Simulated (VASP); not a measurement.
Wanted: the native input for a VASP 6.6.1 run.

* Task: single point
* Functional: PBE
* Potentials or basis: VASP PAW PBE potentials, release 64 (Ti_sv, N, C)
* Cutoff: 520 eV
* k mesh: 9 × 9 × 1
* Occupations: gaussian, width 0.1 eV
* Spin: no spin polarisation
* Dipole correction: yes
* Further INCAR settings: ALGO = Normal; EDIFF = 1e-06; NBANDS = 36

The structure of Ti3CN3 lies in POSCAR:

```
Ti3CN3
1.0
    3.0028555063      0.0000000000      0.0000000000
    0.0000000000      3.0028555063      0.0000000000
    0.0000000000      0.0000000000     19.7584944394
Ti N C
3 3 1
Direct
    0.5000000000      0.5000000000      0.2024445745
    0.0000000000      0.0000000000      0.3072496205
    0.5000000000      0.5000000000      0.4076776406
    0.0000000000      0.0000000000      0.2024445745
    0.5000000000      0.5000000000      0.3055678855
    0.0000000000      0.0000000000      0.4179718482
    0.0000000000      0.2500000000      0.4727205901
```

One way to write it, as run:

INCAR

```
SYSTEM = Ti3CN3
PREC = Accurate
ENCUT = 520
EDIFF = 1E-6
ISMEAR = 0
SIGMA = 0.1
LREAL = .False.
LASPH = .True.
NELM = 80
ALGO = Normal
ISIF = 2
LWAVE = .False.
LCHARG = .False.
LDIPOL = .True.
IDIPOL = 3
DIPOL = 0.5 0.5 0.331
GGA = PE
NBANDS = 36
```

KPOINTS

```
Automatic mesh
0
Gamma
  9 9 1
  0 0 0
```

Potentials or basis: VASP PAW PBE potentials, release 64 (Ti_sv, N, C).

Launch:

```sh
$ cat potpaw_PBE.64/Ti_sv/POTCAR potpaw_PBE.64/N/POTCAR potpaw_PBE.64/C/POTCAR > POTCAR
$ mpirun -np 1 vasp_std > vasp.out
```

It gave:

| Item | Value |
| --- | --- |
| Largest force | 1.648 eV/Å |

Wall time 2.4 min on 1 thread of Intel(R) Xeon(R) 6975P-C (Granite Rapids), on a shared host, peak memory 0.35 GiB.
